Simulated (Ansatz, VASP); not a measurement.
HfO2: VASP beside Ansatz

The input POSCAR:

```
HfO2
1.0
    0.0762126939      2.6053950133      2.6053950133
    2.6053950133      0.0762126939      2.6053950133
    2.6053950133      2.6053950133      0.0762126939
Hf O
1 2
Direct
    0.0000000000      0.0000000000      0.0000000000
    0.2487273966      0.2487273966      0.2487273966
    0.7512726034      0.7512726034      0.7512726034
```

File INCAR.step1:

```
ALGO     = Normal         # electronic algorithm
EDIFF    = 1E-5           # SCF threshold, eV
ENCUT    = 520            # plane-wave cutoff, eV
GGA      = PE             # functional
ISIF     = 2              # what is computed and relaxed
ISMEAR   = 0              # smearing method
KPAR     = 4            
LASPH    = T              # aspherical terms in the spheres
LCHARG   = F              # write CHGCAR
LREAL    = F              # projectors in reciprocal space
LWAVE    = T              # write WAVECAR
NBANDS   = 18             # bands
NELM     = 80             # most SCF steps
PREC     = Accurate       # precision mode
SIGMA    = 0.01           # smearing width, eV
```

Contents of INCAR.step2:

```
ALGO     = Normal         # electronic algorithm
EDIFF    = 1E-6           # SCF threshold, eV
ENCUT    = 520            # plane-wave cutoff, eV
GGA      = PE             # functional
HFSCREEN = 0.2079         # screening, 1/A
ISIF     = 2              # what is computed and relaxed
ISMEAR   = 0              # smearing method
ISTART   = 1            
KPAR     = 4            
LASPH    = T              # aspherical terms in the spheres
LCHARG   = F              # write CHGCAR
LHFCALC  = T              # exact exchange
LREAL    = F              # projectors in reciprocal space
LWAVE    = F              # write WAVECAR
NBANDS   = 18             # bands
NELM     = 80             # most SCF steps
PREC     = Accurate       # precision mode
PRECFOCK = Normal       
SIGMA    = 0.01           # smearing width, eV
```

The input KPOINTS:

```
k-points
0
Gamma
  6 6 6
```

Input for Ansatz:

```yaml
crystal:
  lattice:
    - [0.0762126939, 2.6053950133, 2.6053950133]
    - [2.6053950133, 0.0762126939, 2.6053950133]
    - [2.6053950133, 2.6053950133, 0.0762126939]
  atoms:
    - { symbol: Hf, position: [0.0, 0.0, 0.0] }
    - { symbol: O, position: [0.2487273966, 0.2487273966, 0.2487273966] }
    - { symbol: O, position: [0.7512726034, 0.7512726034, 0.7512726034] }
kpoints:
  mp_grid: { grid: [6, 6, 6] }
  band_path:
    path:
      - [0.0, 0.0, 0.0]
      - [0.5, 0.0, 0.5]
      - [0.625, 0.25, 0.625]
      - [0.375, 0.375, 0.75]
      - [0.5, 0.5, 0.5]
      - [0.5, 0.25, 0.75]
    npoints: 1
hamiltonian:
  xc: hse06
scf:
  occupations: { method: fixed }
  n_extra_bands: 4
output:
  forces: true
  stress: true
  eigenvalues: true
```

Change from the starting cell: shear_111 strain +4.5%.

Alike in both runs: task single point; functional HSE06; k mesh 6 × 6 × 6; no spin polarisation.

|  | VASP | Ansatz |
| --- | --- | --- |
| version | VASP 6.6.1 | Ansatz 0.2.0 |
| potentials or method | VASP PAW PBE potentials, release 64 (Hf_pv, O) | plane waves, PAW |
| plane-wave cutoff (eV) | 520 | 420 |
| occupations | gaussian, width 0.01 eV | fixed |
| valence electrons in the cell | 22 | 38 |

VASP gave:

- gap on the k mesh at the Fermi level (eV): 5.24
- pressure (GPa): -15.3
- traceless stress, the component that is largest in VASP (GPa): -1.65
- rms of the force components (eV/Å): 0.024

Q: What did Ansatz give for the same quantities?

A: gap on the k mesh at the Fermi level (eV): 5.29; pressure (GPa): -10.9; traceless stress, the component that is largest in VASP (GPa): -1.80; rms of the force components (eV/Å): 0.007.

Atom by atom the forces differ by 0.016 eV/Å (rms over components). One of these differences is far larger than is usual between the two programs; its cause wasn't traced. VASP's potentials hold 22 valence electrons a cell and Ansatz's 38, so a difference there can come from the potentials and not from the codes. Ansatz's warnings: stress exchange threshold loose, stress scf threshold loose.

Spin-orbit coupling is off throughout.
